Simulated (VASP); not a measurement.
# Si2W (I4/mmm) in VASP: single point with LDA

Aim: the single point of Si2W with LDA.

Everything below comes from runs of VASP 6.6.1. Logs are shortened: lines on timing, memory, paths and dates and some standing lists are left out, and cuts for length are marked.

## 1. The cell of the first run

It takes space group I4/mmm (No. 139, tetragonal). The conventional cell has a = 3.211 Å, b = 3.211 Å, c = 7.822 Å, α = 90.00°, β = 90.00°, γ = 90.00°. Si (site symmetry 4mm) has 9 Si at 2.58 to 3.21 Å and 5 W at 2.61 to 2.62 Å within 3.4 Å. Within 3.4 Å of W (site symmetry 4/mmm) lie 10 Si at 2.61 to 2.62 Å and 4 W at 3.21 Å.

## 2. Single point, LDA

Input file INCAR:

```
SYSTEM = Si2W
PREC     = Accurate       ! precision mode
ENCUT    = 520            ! plane-wave cutoff, eV
EDIFF    = 1E-6           ! SCF threshold, eV
ISMEAR   = -1             ! smearing method
SIGMA    = 0.05           ! smearing width, eV
LREAL    = .False.        ! projectors in reciprocal space
LASPH    = .True.         ! aspherical terms in the spheres
NELM     = 100            ! most SCF steps
ALGO     = Normal         ! electronic algorithm
ISIF     = 2              ! what is computed and relaxed
LWAVE    = .False.        ! write WAVECAR
LCHARG   = .False.        ! write CHGCAR
GGA      = CA             ! functional
NBANDS   = 18             ! bands
```

Input file KPOINTS:

```
Automatic mesh
0
Gamma
  16 16 16
  0 0 0
```

Input file POSCAR:

```
Si2W
1.0
   -1.6053345466      1.6053345466      3.9109144543
    1.6053345466     -1.6053345466      3.9109144543
    1.6053345466      1.6053345466     -3.9109144543
Si W
2 1
Direct
    0.3350310621      0.3350310621      0.0000000000
    0.6649689379      0.6649689379      0.0000000000
    0.0000000000      0.0000000000      0.0000000000
```

Potentials or basis: VASP PAW LDA potentials, release 64 (Si, W_sv).

Started as:

```bash
$ cat potpaw_LDA.64/Si/POTCAR potpaw_LDA.64/W_sv/POTCAR > POTCAR
$ mpirun -np 1 vasp_std > vasp.out
```

OUTCAR:

```text
SYSTEM = Si2W
   PREC = Accurate
   ENCUT = 520
   EDIFF = 1E-6
   ISMEAR = -1
   LREAL = .False.
   LASPH = .True.
   NELM = 100
   ISIF = 2
   GGA = CA

 ion  position               nearest neighbor table
   1  0.335  0.335  0.000-   2 2.58   3 2.61   3 2.61   3 2.61   3 2.61   3 2.62   2 2.63   2 2.63
                             2 2.63   2 2.63
   2  0.665  0.665  0.000-   1 2.58   3 2.61   3 2.61   3 2.61   3 2.61   3 2.62   1 2.63   1 2.63
                             1 2.63   1 2.63
   3  0.000  0.000  0.000-   2 2.61   2 2.61   2 2.61   1 2.61   2 2.61   1 2.61   1 2.61   1 2.61
                             1 2.62   2 2.62

  LATTYP: Found a body centered tetragonal cell.
 ALAT       =     3.2106690932
 C/A-ratio  =     2.4361990232

  Lattice vectors:

 A1 = (  -1.6053345466,   1.6053345466,   3.9109144543)
 A2 = (   1.6053345466,  -1.6053345466,   3.9109144543)
 A3 = (   1.6053345466,   1.6053345466,  -3.9109144543)

Analysis of symmetry for initial positions (statically):
=====================================================================
 Subroutine PRICEL returns:
 Original cell was already a primitive cell.

 Routine SETGRP: Setting up the symmetry group for a
 body centered tetragonal supercell.

 Subroutine GETGRP returns: Found 16 space group operations
 (whereof 16 operations were pure point group operations)
 out of a pool of 16 trial point group operations.

The static configuration has the point symmetry D_4h.

Analysis of symmetry for dynamics (positions and initial velocities):
=====================================================================
 Subroutine PRICEL returns:
 Original cell was already a primitive cell.

 Routine SETGRP: Setting up the symmetry group for a
 body centered tetragonal supercell.

 Subroutine GETGRP returns: Found 16 space group operations
 (whereof 16 operations were pure point group operations)
 out of a pool of 16 trial point group operations.

The dynamic configuration has the point symmetry D_4h.

 Subroutine INISYM returns: Found 16 space group operations
 (whereof 16 operations are pure point group operations),
 and found     1 'primitive' translations

----------------------------------------------------------------------------------------

                                     Primitive cell

  volume of cell :      40.3153

  direct lattice vectors                    reciprocal lattice vectors
    -1.605334547  1.605334547  3.910914454     0.000000000  0.311461559  0.127847337
     1.605334547 -1.605334547  3.910914454     0.311461559  0.000000000  0.127847337
     1.605334547  1.605334547 -3.910914454     0.311461559  0.311461559  0.000000000

  length of vectors
     4.522106797  4.522106797  4.522106797     0.336679735  0.336679735  0.440473160

  position of ions in fractional coordinates (direct lattice)
     0.335031062  0.335031062  0.000000000
     0.664968938  0.664968938  0.000000000
     0.000000000  0.000000000  0.000000000

  ion indices of the primitive-cell ions
   primitive index   ion index
                 1           1
                 2           2
                 3           3

----------------------------------------------------------------------------------------

 KPOINTS: Automatic mesh

Automatic generation of k-mesh.
 Grid dimensions read from file:
 generate k-points for:   16   16   16

 Generating k-lattice:

  Cartesian coordinates                     Fractional coordinates (reciprocal lattice)
     0.000000000  0.019466347  0.007990459     0.062500000  0.000000000  0.000000000
     0.019466347  0.000000000  0.007990459     0.000000000  0.062500000  0.000000000
     0.019466347  0.019466347  0.000000000     0.000000000  0.000000000  0.062500000

  Length of vectors
     0.021042483  0.021042483  0.027529573

  Shift w.r.t. Gamma in fractional coordinates (k-lattice)
     0.000000000  0.000000000  0.000000000

 Subroutine IBZKPT returns following result:
 ===========================================

 Found    349 irreducible k-points:

 Following reciprocal coordinates:
            Coordinates               Weight
  0.000000  0.000000  0.000000      1.000000
  0.062500  0.000000 -0.000000      8.000000
  0.125000  0.000000 -0.000000      8.000000
  0.187500  0.000000  0.000000      8.000000
  0.250000  0.000000 -0.000000      8.000000
  0.312500  0.000000 -0.000000      8.000000
[... 16 lines left out ...]
 -0.125000  0.062500  0.000000     16.000000
 -0.062500  0.062500  0.000000      4.000000
 [... further k-points ...]
   k-points           NKPTS =    349   k-points in BZ     NKDIM =    349   number of bands    NBANDS=     18
   number of dos      NEDOS =    301   number of ions     NIONS =      3
   total plane-waves  NPLWV =  46656
   dimension x,y,z NGX =    36 NGY =   36 NGZ =   36
   dimension x,y,z NGXF=    72 NGYF=   72 NGZF=   72
   ions per type =               2   1
   NGX,Y,Z   is equivalent  to a cutoff of  13.23, 13.23, 13.23 a.u.
   NGXF,Y,Z  is equivalent  to a cutoff of  26.47, 26.47, 26.47 a.u.
 SYSTEM =  Si2W
   PREC   = accura    normal or accurate (medium, high low for compatibility)
   ISTART =      0    job   : 0-new  1-cont  2-samecut
   ICHARG =      2    charge: 1-file 2-atom 10-const
   ISPIN  =      1    spin polarized calculation?
   LNONCOLLINEAR =      F non collinear calculations
   LSORBIT =      F    spin-orbit coupling
   LASPH  =      T    aspherical Exc in radial PAW
   ENCUT  =  520.0 eV  38.22 Ry    6.18 a.u.   8.41  8.41  8.41*2*pi/ulx,y,z
   NELM   =    100;   NELMIN=  2; NELMDL= -5     # of ELM steps
   EDIFF  = 0.1E-05   stopping-criterion for ELM
   LREAL  =      F    real-space projection
   EDIFFG = 0.1E-04   stopping-criterion for IOM
   NSW    =      0    number of steps for IOM
   IBRION =     -1    ionic relax: 0-MD 1-quasi-New 2-CG
   NFREE  =      0    steps in history (QN), initial steepest desc. (CG)
   ISIF   =      2    stress and relaxation
   ISYM   =      2    0-nonsym 1-usesym 2-fastsym
   POTIM  = 0.5000    time-step for ionic-motion
   TEBEG  =    0.0;   TEEND  =   0.0 temperature during run
   PSTRESS=    0.0 pullay stress
   NELECT =      22.0000    total number of electrons
   NUPDOWN=      -1.0000    fix difference up-down
   EMIN   =  10.00;   EMAX   =-10.00  energy-range for DOS
   EFERMI =   0.00;   METHOD = LEGACY
   ISMEAR =    -1;   SIGMA  =   0.05  broadening in eV -4-tet -1-fermi 0-gaus
   EFERMI_NEDOS =   21; number of points for ismear=-14 and -15
   IALGO  =     38    algorithm
   IMIX   =      4    mixing-type and parameters
     AMIX     =   0.40;   BMIX     =  1.00
     AMIX_MAG =   1.60;   BMIX_MAG =  1.00
  volume/ion in A,a.u.               =      13.44        90.69
  Fermi-wavevector in a.u.,A,eV,Ry     =   1.337804  2.528084 24.350624  1.789720
  Thomas-Fermi vector in A             =   2.466324
   LORBIT       =      0    0 simple, 1 ext, 2 COOP (PROOUT), +10 PAW based schemes
   GGA     = CA    functional components
   LHFCALC =     F    Hartree Fock is set to
   AEXX    =    0.0000 exact exchange contribution
   IVDW    =     0    specifies the selected vdW correction
   LEPSILON=     F    determine dielectric tensor
   LRPA    =     F    only Hartree local field effects (RPA)
 non-spin polarized calculation
  energy-cutoff  :      520.00
  volume of cell :       40.32
 maximum number of plane-waves:      1108
 NGX is ok and might be reduce to    36
   NGX = 17   NGY = 17   NGZ = 17

 number of electron      21.9999999 magnetization

 Free energy of the ion-electron system (eV)
  ---------------------------------------------------
  ext. energy  EPLUGINS =         0.00000000
  ---------------------------------------------------
  free energy    TOTEN  =       -27.34722822 eV

  energy without entropy =      -27.34515709  energy(sigma->0) =      -27.34619266

 E-fermi :  11.9091     XC(G=0): -12.6602

 val. band max:       11.8922632609   @ k =   0.0625   0.0625  -0.0000
 cond. band min:      11.9125011628   @ k =  -0.1250  -0.1250   0.0625
 fundamental gap:      0.0202379020
 Fermi energy:        11.9090658830

 k-point     1 :       0.0000    0.0000    0.0000
  band No.  band energies     occupation
      1     -61.4710      2.00000
      2     -25.9958      2.00000
      3     -25.9714      2.00000
      4     -25.9714      2.00000
      5      -2.0872      2.00000
      6       5.0864      2.00000
[... 10 lines left out ...]
     17      17.6235      0.00000
     18      17.6235      0.00000

 k-point     2 :       0.0625    0.0000   -0.0000
  band No.  band energies     occupation
      1     -61.4707      2.00000
      2     -25.9952      2.00000
      3     -25.9801      2.00000
      4     -25.9706      2.00000
      5      -2.0122      2.00000
      6       5.0941      2.00000
[... 10 lines left out ...]
     17      17.6281      0.00000
     18      17.9092      0.00000

 k-point     3 :       0.1250    0.0000   -0.0000
  band No.  band energies     occupation
      1     -61.4698      2.00000
      2     -26.0049      2.00000
      3     -25.9933      2.00000
      4     -25.9684      2.00000
      5      -1.7894      2.00000
      6       5.1008      2.00000
[... 10 lines left out ...]
     17      17.7159      0.00000
     18      18.5869      0.00000

 k-point     4 :       0.1875    0.0000    0.0000
  band No.  band energies     occupation
      1     -61.4685      2.00000
      2     -26.0416      2.00000
      3     -25.9905      2.00000
      4     -25.9650      2.00000
      5      -1.4251      2.00000
      6       5.0460      2.00000
[... 375 lines left out ...]
      4     -25.9735      2.00000
      5      -1.4182      2.00000
      6       5.3426      2.00000
[... 10 lines left out ...]
     17      17.9242      0.00000
     18      19.6013      0.00000

 k-point    23 :      -0.1250    0.0625    0.0000
  band No.  band energies     occupation
      1     -61.4695      2.00000
      2     -26.0040      2.00000
      3     -25.9920      2.00000
      4     -25.9770      2.00000
      5      -1.7601      2.00000
      6       5.3110      2.00000
[... 10 lines left out ...]
     17      17.7931      0.00000
     18      18.6347      0.00000

 k-point    24 :      -0.0625    0.0625    0.0000
  band No.  band energies     occupation
      1     -61.4704      2.00000
      2     -25.9942      2.00000
      3     -25.9798      2.00000
      4     -25.9788      2.00000
      5      -1.9599      2.00000
      6       5.2026      2.00000
[... 10 lines left out ...]
     17      17.7450      0.00000
     18      17.9995      0.00000

 [... further k-points ...]
[... 5 lines left out ...]
  --------------------------------------------------------------------------------------
  -------------------------------------------------------------------------------------
  Total       -1.0961766     -1.0961766     -1.0861226      0.0000000     -0.0000000     -0.0000000
  in kB      -43.5633926    -43.5633926    -43.1638351      0.0000000     -0.0000000     -0.0000000
  external PRESSURE =     -43.4302068 kB  Pullay stress =       0.0000000 kB

 VOLUME and BASIS-vectors are now :
 -----------------------------------------------------------------------------
  energy-cutoff  :      520.00
  volume of cell :       40.32
      direct lattice vectors                 reciprocal lattice vectors
    -1.605334547  1.605334547  3.910914454     0.000000000  0.311461559  0.127847337
     1.605334547 -1.605334547  3.910914454     0.311461559  0.000000000  0.127847337
     1.605334547  1.605334547 -3.910914454     0.311461559  0.311461559  0.000000000

 POSITION                                       TOTAL-FORCE (eV/Angst)
 -----------------------------------------------------------------------------------
      0.00000      0.00000      2.62056         0.000000      0.000000     -0.011934
      0.00000      0.00000      5.20127        -0.000000     -0.000000      0.011934
      0.00000      0.00000      0.00000        -0.000000     -0.000000      0.000000
 -----------------------------------------------------------------------------------
    total drift:                               -0.000000      0.000000     -0.000000

  FREE ENERGIE OF THE ION-ELECTRON SYSTEM (eV)
  ---------------------------------------------------
  free  energy   TOTEN  =       -27.3472282236 eV

  energy  without entropy=      -27.3451570941  energy(sigma->0) =      -27.34619266
```

Wall time 3.3 min (1 thread of AMD EPYC 9R45 (Zen 5), shared host); peak memory 0.33 GiB.

What came out:

* Free energy: -27.3472 eV
* Pressure: -4.3 GPa
* Largest force: 0.012 eV/Å
* Band gap on the k mesh: zero (bands 11 and 12 overlap by 1.26 eV)

Forces on the atoms (eV/Å):
```
Si   0.000  0.000 -0.012
Si   0.000  0.000  0.012
W    0.000  0.000  0.000
```

Caveat: the cell stands under tension; spin-orbit coupling is left out, which moves the levels of the heavy elements.
